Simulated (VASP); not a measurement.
# SiC (gw) (F-43m) in VASP: G0W0 quasiparticle levels with PBEsol

Aim: the G0W0 quasiparticle levels of SiC (gw) with PBEsol.

Program: VASP 6.6.1. These are calculated values, not measurements. Logs are shortened: lines on timing, memory, paths and dates and some standing lists are left out, and cuts for length are marked.

## 1. The cell of the first run

The structure is cubic, space group F-43m (No. 216). The conventional cell has a = 4.313 Å, b = 4.313 Å, c = 4.313 Å, α = 90.00°, β = 90.00°, γ = 90.00°. Within 2.5 Å of Si (site symmetry -43m) lie 4 C at 1.87 Å. C (site symmetry -43m) has 4 Si at 1.87 Å within 2.5 Å.

## 2. G0W0 quasiparticle levels, PBEsol

Contents of POSCAR:

```
SiC
1.0
    0.0000000000      2.1566458807      2.1566458807
    2.1566458807      0.0000000000      2.1566458807
    2.1566458807      2.1566458807      0.0000000000
Si C
1 1
Direct
    0.0000000000      0.0000000000      0.0000000000
    0.2500000000      0.2500000000      0.2500000000
```

Contents of INCAR.step1:

```
PREC = Accurate ; ENCUT = 500
EDIFF = 1E-8 ; ISMEAR = 0
SIGMA = 0.01 ; LREAL = False
LASPH = True ; NELM = 100
ALGO = Normal ; LWAVE = True
LCHARG = False ; GGA = PS
```

Contents of INCAR.step2:

```
PREC = Accurate ; ENCUT = 500
EDIFF = 1E-8 ; ISMEAR = 0
SIGMA = 0.01 ; LREAL = False
LASPH = True ; NELM = 1
ALGO = Exact ; LWAVE = True
LCHARG = False ; GGA = PS
NBANDS = 49 ; LOPTICS = True
ISTART = 1
```

Contents of INCAR.step3:

```
PREC = Accurate ; ENCUT = 500
EDIFF = 1E-8 ; ISMEAR = 0
SIGMA = 0.01 ; LREAL = False
LASPH = True ; ALGO = EVGW0
LWAVE = False ; LCHARG = False
GGA = PS ; NELMGW = 1
NBANDS = 49 ; ENCUTGW = 100.0
NOMEGA = 48 ; PRECFOCK = Fast
ISTART = 1 ; NBANDSGW = 12
```

Contents of KPOINTS:

```
Automatic mesh
0
Gamma
  6 6 6
```

Potentials or basis: VASP PAW PBE potentials, release 64 (Si_GW, C_GW).

On the command line:

```
$ cat potpaw_PBE.64/Si_GW/POTCAR potpaw_PBE.64/C_GW/POTCAR > POTCAR
$ cp INCAR.step1 INCAR
$ mpirun -np 1 vasp_std > vasp.out
$ cp INCAR.step2 INCAR
$ mpirun -np 1 vasp_std > vasp.out
$ cp INCAR.step3 INCAR
$ mpirun -np 1 vasp_std > vasp.out
```

OUTCAR:

```text
PREC = Accurate
   ENCUT = 500
   EDIFF = 1E-8
   ISMEAR = 0
   LREAL = False
   LASPH = True
   GGA = PS
   NELMGW = 1
   ENCUTGW = 100.0
   PRECFOCK = Fast
   ISTART = 1

 ion  position               nearest neighbor table
   1  0.000  0.000  0.000-   2 1.87   2 1.87   2 1.87   2 1.87
   2  0.250  0.250  0.250-   1 1.87   1 1.87   1 1.87   1 1.87

  LATTYP: Found a face centered cubic cell.
 ALAT       =     4.3132917614

  Lattice vectors:

 A1 = (   0.0000000000,   2.1566458807,   2.1566458807)
 A2 = (   2.1566458807,   0.0000000000,   2.1566458807)
 A3 = (   2.1566458807,   2.1566458807,   0.0000000000)

Analysis of symmetry for initial positions (statically):
=====================================================================
 Subroutine PRICEL returns:
 Original cell was already a primitive cell.

 Routine SETGRP: Setting up the symmetry group for a
 face centered cubic supercell.

 Subroutine GETGRP returns: Found 24 space group operations
 (whereof 24 operations were pure point group operations)
 out of a pool of 48 trial point group operations.

The static configuration has the point symmetry T_d .

Analysis of symmetry for dynamics (positions and initial velocities):
=====================================================================
 Subroutine PRICEL returns:
 Original cell was already a primitive cell.

 Routine SETGRP: Setting up the symmetry group for a
 face centered cubic supercell.

 Subroutine GETGRP returns: Found 24 space group operations
 (whereof 24 operations were pure point group operations)
 out of a pool of 48 trial point group operations.

The dynamic configuration has the point symmetry T_d .

 Subroutine INISYM returns: Found 24 space group operations
 (whereof 24 operations are pure point group operations),
 and found     1 'primitive' translations

----------------------------------------------------------------------------------------

                                     Primitive cell

  volume of cell :      20.0616

[... 78 lines left out ...]
   NELM   =     60;   NELMIN=  2; NELMDL=  0     # of ELM steps
   EDIFF  = 0.1E-07   stopping-criterion for ELM
   LREAL  =      F    real-space projection
   EDIFFG = 0.1E-06   stopping-criterion for IOM
   NSW    =      0    number of steps for IOM
   IBRION =     -1    ionic relax: 0-MD 1-quasi-New 2-CG
   NFREE  =      0    steps in history (QN), initial steepest desc. (CG)
   ISIF   =      0    stress and relaxation
   ISYM   =      3    0-nonsym 1-usesym 2-fastsym
   POTIM  = 0.5000    time-step for ionic-motion
   TEBEG  =    0.0;   TEEND  =   0.0 temperature during run
   PSTRESS=    0.0 pullay stress
   NELECT =       8.0000    total number of electrons
   NUPDOWN=      -1.0000    fix difference up-down
   EMIN   =  10.00;   EMAX   =-10.00  energy-range for DOS
   EFERMI =   0.00;   METHOD = LEGACY
   ISMEAR =     0;   SIGMA  =   0.01  broadening in eV -4-tet -1-fermi 0-gaus
   EFERMI_NEDOS =   21; number of points for ismear=-14 and -15
   IALGO  =     38    algorithm
   IMIX   =      4    mixing-type and parameters
     AMIX     =   0.40;   BMIX     =  1.00
     AMIX_MAG =   1.60;   BMIX_MAG =  1.00
  volume/ion in A,a.u.               =      10.03        67.69
  Fermi-wavevector in a.u.,A,eV,Ry     =   1.204988  2.277097 19.755600  1.451996
  Thomas-Fermi vector in A             =   2.340697
   LORBIT       =      0    0 simple, 1 ext, 2 COOP (PROOUT), +10 PAW based schemes
   GGA     = PS    functional components
   LHFCALC =     T    Hartree Fock is set to
   PRECFOCK=fast      Normal, Fast or Accurate (Low or Medium for compatibility)
   ENCUT4O =  -1.0   cutoff for four orbital integrals eV
   NKREDX  =     1    reduce k-point grid by
   NKREDY  =     1    reduce k-point grid by
   NKREDZ  =     1    reduce k-point grid by
   AEXX    =    1.0000 exact exchange contribution
   HFSCREEN=    0.0000 screening length (either q_TF or 0.3 A-1)
   HFSCREENC=   0.0000 screening length for correlation (either q_TF or 0.3 A-1)
   ENCUTFOCK=  -1.0 apply spherical cutoff to Coloumb kernel
   IVDW    =     0    specifies the selected vdW correction
   LEPSILON=     F    determine dielectric tensor
   LRPA    =     F    only Hartree local field effects (RPA)
   LRPAFORCE           =     F    calculate RPA forces
   ENCUTGW             = 100.0    cutoff for response function in eV
   ENCUTGWSOFT         =  80.0    soft cutoff for Coulomb kernel in GW response function in eV
   ENCUTLF             =  -1.0    cutoff for local field effects
   NELMGW              =     1    number of iterations in solving QP/BSE equation
   NELMHF              =     1    number of iterations in the inner HF iteration
   NKREDLFX            =     1    NKREDLFY  =   1   NKREDLFZ  =   1
 non-spin polarized calculation
 Gauss-broadening in eV      SIGMA  =   0.01
  energy-cutoff  :      500.00
  volume of cell :       20.06
 maximum number of plane-waves:       531
 NGX is ok and might be reduce to    24
  NGX = 14; NGY = 14; NGZ = 14
   NGX = 11   NGY = 11   NGZ = 11
 maximum number of plane-waves:        59
 NGX is ok and might be reduce to    14

 QP shifts <psi_nk| G(iteration)W_0 |psi_nk>: iteration 1
 for sc-GW calculations column KS-energies equals QP-energies in previous step
 and V_xc(KS)=  KS-energies - (<T + V_ion + V_H > + <T+V_H+V_ion>^1  + <V_x>^1)

 k-point   1 :       0.0000    0.0000    0.0000
  band No.  KS-energies  QP-energies   sigma(KS)   V_xc(KS)     V^pw_x(r,r')   Z            occupation Imag(sigma)

      1      -7.6141      -8.5315     -14.0727     -12.8120     -21.8044       0.7277       2.0000       1.4532
      2       8.0588       7.7128     -15.2862     -14.8478     -17.5160       0.7892       2.0000       0.0877
      3       8.0588       7.7128     -15.2862     -14.8478     -17.5160       0.7892       2.0000       0.0877
      4       8.0588       7.7128     -15.2862     -14.8478     -17.5160       0.7892       2.0000       0.0877
      5      14.6081      15.3717     -12.2758     -13.2527      -7.3447       0.7817       0.0000      -0.1171
      6      15.5140      16.3364     -10.7107     -11.7455      -5.8126       0.7948       0.0000      -0.1078
      7      15.5140      16.3364     -10.7107     -11.7455      -5.8126       0.7948       0.0000      -0.1078
      8      15.5140      16.3364     -10.7107     -11.7455      -5.8126       0.7948       0.0000      -0.1078
      9      22.6740      23.6112     -10.4497     -11.6417      -4.5749       0.7862       0.0000      -0.3022
     10      22.6740      23.6112     -10.4497     -11.6417      -4.5749       0.7862       0.0000      -0.3022
     11      24.7848      25.3841      -9.3819     -10.1509      -2.9292       0.7794       0.0000      -0.4593
     12      25.4174      26.0375      -9.7951     -10.5975      -3.0259       0.7729       0.0000      -0.7474
[... 228 lines left out ...]
      1      -2.2105      -2.9623     -15.4717     -14.4370     -21.9792       0.7266       2.0000       0.6859
      2       0.6685      -0.0661     -13.7807     -12.7925     -18.1647       0.7434       2.0000       0.3219
      3       3.3869       2.7163     -13.8714     -12.9910     -17.1845       0.7617       2.0000       0.1530
      4       3.5105       2.8692     -13.4549     -12.6176     -16.4849       0.7659       2.0000       0.1379
      5      11.9889      12.6258     -11.1856     -11.9803      -7.0518       0.8013       0.0000      -0.0816
      6      15.2249      16.0378     -10.8410     -11.8557      -6.0950       0.8012       0.0000      -0.1005
      7      19.0825      19.9287     -11.0680     -12.1707      -4.9478       0.7674       0.0000      -0.2594
      8      20.4957      21.5540     -11.8188     -13.1953      -5.7864       0.7688       0.0000      -0.2629
      9      22.5255      23.5148     -11.7222     -13.0522      -4.5827       0.7438       0.0000      -0.4688
     10      25.9661      26.8728     -10.9240     -12.1087      -3.8448       0.7653       0.0000      -0.6490
     11      29.6993      30.9349     -11.7625     -13.3874      -4.5254       0.7604       0.0000      -0.8590
     12      32.6986      33.6453     -11.4667     -12.6865      -4.0290       0.7761       0.0000      -1.2661
```

It took 2.7 min on 1 thread of Intel Xeon 6975P-C, shared host; peak memory 0.27 GiB.

What came out:

```
Band gap on the k mesh, mean-field level : 1.21 eV, indirect (least direct gap 4.48 eV)
Quasiparticle gap                        : 2.01 eV
Least direct quasiparticle gap           : 5.55 eV
```

Caveat: the k points lie up to 0.42 Å⁻¹ apart; bands, screening cutoff and mesh are small and nothing is extrapolated, so the quasiparticle values aren't converged. A k mesh can miss the band edges.
